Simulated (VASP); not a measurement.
A run of VASP 6.6.1 is set up as follows.

INCAR

```
  PREC = Accurate
  ENCUT = 520
  EDIFF = 1E-6
  ISMEAR = 0
  SIGMA = 0.15
  LREAL = False
  LASPH = True
  NELM = 60
  ALGO = Fast
  ISIF = 2
  LWAVE = False
  LCHARG = True
  GGA = PS
  LELF = True
  LVHAR = True
  NBANDS = 14
```

The input KPOINTS:

```
regular mesh
0
Gamma
  16 16 5
```

Contents of POSCAR:

```
Al
1.0
   -1.6063180831      1.6063180831     -1.6063180831
   -1.6063180831     -1.6063180831      1.6063180831
   -1.1244226582      5.9433769077      6.9071677575
Al
4
Direct
   -0.1750000000     -0.4375000000      0.8750000000
    0.4750000000      0.4375000000      0.1250000000
   -0.0750000000     -0.1875000000      0.3750000000
    0.3750000000      0.1875000000      0.6250000000
```

Potentials or basis: VASP PAW PBE potentials, release 64 (Al).

Command:

```sh
$ cat potpaw_PBE.64/Al/POTCAR > POTCAR
$ mpirun -np 1 vasp_std > vasp.out
```

**Question.** Estimate the largest force.

**Answer.** 1.353 eV/Å.

**Question.** What does it give for the pressure?

**Answer.** 2.3 GPa.

**Question.** Estimate the band gap on the k mesh.

**Answer.** Zero (bands 6 and 7 overlap by 6.52 eV).

Forces in eV/Å, atoms in the order of the input:
```
Al  -0.329 -0.450 -1.232
Al   0.329  0.450  1.232
Al  -0.016 -0.033 -0.040
Al   0.016  0.033  0.040
```

Caveat: the cell differs from its parent crystal (the part above a cut slid along it); the stress differs along the axes, from -1 to 7 GPa; the PAW data sets were made with another functional, which shifts forces and pressure a little.
